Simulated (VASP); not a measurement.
Runs of VASP 6.6.1 on TiB2. The structure is that of space group P6/mmm (No. 191), or close to it. The cells are those of the table. 

```csv
task,spin,cell,cutoff (eV),gap on the mesh (eV),pressure (GPa),moment (μB),relaxed volume (Å³/atom)
single point,collinear,"a = 3.017, b = 3.017, c = 3.185 Å, angles 90.0, 90.0, 120.0°, 3 atoms",520,none,0.3,0.00,-
single point,off,"a = 3.017, b = 3.017, c = 3.185 Å, angles 90.0, 90.0, 120.0°, 3 atoms",520,none,(a),-,-
relaxation of cell and atoms,collinear,"relaxed from a = 3.029, b = 3.029, c = 3.228 Å, angles 90.0, 90.0, 120.0°, 3 atoms",600,none,0.0,0.00,8.38
relaxation of cell and atoms,off,"relaxed from a = 3.029, b = 3.029, c = 3.228 Å, angles 90.0, 90.0, 120.0°, 3 atoms",600,none,0.0,-,8.38
```

Alike in all rows: level PBEsol; potentials or basis VASP PAW PBE potentials, release 64 (Ti_sv, B); k mesh 12 × 12 × 10; smearing fermi-dirac 0.05 eV.

Q: Fill in the values left out.

A: (a) 0.4.

Caveats: the PAW data sets were made with another functional, which shifts forces and pressure a little.

A gap of «none» marks levels without a gap at the run's occupations.
